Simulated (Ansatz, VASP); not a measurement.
Two plane-wave programs on Rh

```xyz
2
Lattice="2.6857 0.0000 0.0000 -1.3428 2.3258 0.0000 0.0000 0.0000 4.3384" Properties=species:S:1:pos:R:3 pbc="T T T"
Rh    1.3428    0.7753    3.2538
Rh    0.0000    1.5506    1.0846
```

Alike in both runs: functional PBEsol; k mesh 14 × 14 × 8; no spin polarisation.

Ansatz relaxed the structure, and its values are those at the end. VASP's run is a single point on that final structure, the one shown.

|  | VASP | Ansatz |
| --- | --- | --- |
| version | VASP 6.6.1 | Ansatz 0.2.0 |
| potentials or method | VASP PAW PBE potentials, release 64 (Rh_pv), cutoff 520 eV | plane waves, PAW |
| occupations | methfessel-paxton of order 1, width 0.1 eV | cold |
| valence electrons in the cell | 30 | 34 |

```csv
,VASP,Ansatz,Ansatz less VASP
pressure (GPa),-0.1,0.0,+0.09
```

VASP's potentials were made for PBE, not for PBEsol. VASP's potentials hold 30 valence electrons a cell and Ansatz's 34, so a difference there can come from the potentials and not from the codes. Ansatz's warnings: structure snapped to symmetry.
